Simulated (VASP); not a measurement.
CaAu4:

```
Ca Au
1.0
     2.18935   -5.22544    0.00000
     2.18935    5.22544    0.00000
     0.00000    0.00000    6.18423
Ca Au
1 4
Direct
  0.00000 0.00000 0.50000
  0.50000 0.50000 0.78960
  0.50000 0.50000 0.21040
  0.31730 0.68270 0.50000
  0.68270 0.31730 0.50000
```

The cell was generated, and may not be a known phase.

```yaml
Program: VASP 6.6.1
Task: relaxation of cell and atoms
Functional: PBE
Potentials_or_basis: VASP PAW PBE potentials, release 64 (Ca_sv, Au)
Cutoff: 600 eV
k_mesh: 4 × 4 × 4
Occupations: gaussian, width 0.1 eV
Spin: no spin polarisation
```

At the start: pressure 10.9 GPa; volume 28.30 Å³/atom.

Question: How do energy, volume and symmetry change on relaxing?

Answer: Over 14 steps the energy falls by 172.6 meV/atom and the volume is 32.81 Å³/atom (+15.9 %); space group Cmmm (No. 65, to 0.1 Å) before and after.

The path:
```
step  energy change (eV)  largest force (eV/Å)  pressure (GPa)  volume (Å³)
   1              0.0000                1.7969           10.88       141.50
   2             -0.5199                0.7440           -3.55       184.57
   3             -0.8011                0.1517            0.00       165.39
   4             -0.8010                0.1283            0.14       164.89
   5             -0.8192                0.0816           -0.01       165.38
   6             -0.8297                0.2760           -0.16       166.07
   7             -0.8424                0.2273           -0.10       165.45
   8             -0.8547                0.2864            0.17       163.55
   9             -0.8599                0.1201            0.04       163.71
  10             -0.8600                0.1124            0.03       163.72
  11             -0.8613                0.0596            0.01       163.83
  12             -0.8622                0.0516           -0.01       163.99
  13             -0.8623                0.0560           -0.01       164.05
  14             -0.8632                0.0399           -0.04       164.06
```

Final structure:
```
CELL_PARAMETERS angstrom
2.45553 -5.20550 0.00000
2.45553 5.20550 0.00000
0.00000 0.00000 6.41758
ATOMIC_POSITIONS crystal
Ca 0.00000 0.00000 0.50000
Au 0.50000 0.50000 0.79658
Au 0.50000 0.50000 0.20342
Au 0.30817 0.69183 0.50000
Au 0.69183 0.30817 0.50000
```

Caveat: the k points lie up to 0.35 Å⁻¹ apart in the final cell, too coarse for converged energies and pressures of a metal; the volume moved by over 15 % at a fixed basis, so the end points are rough.
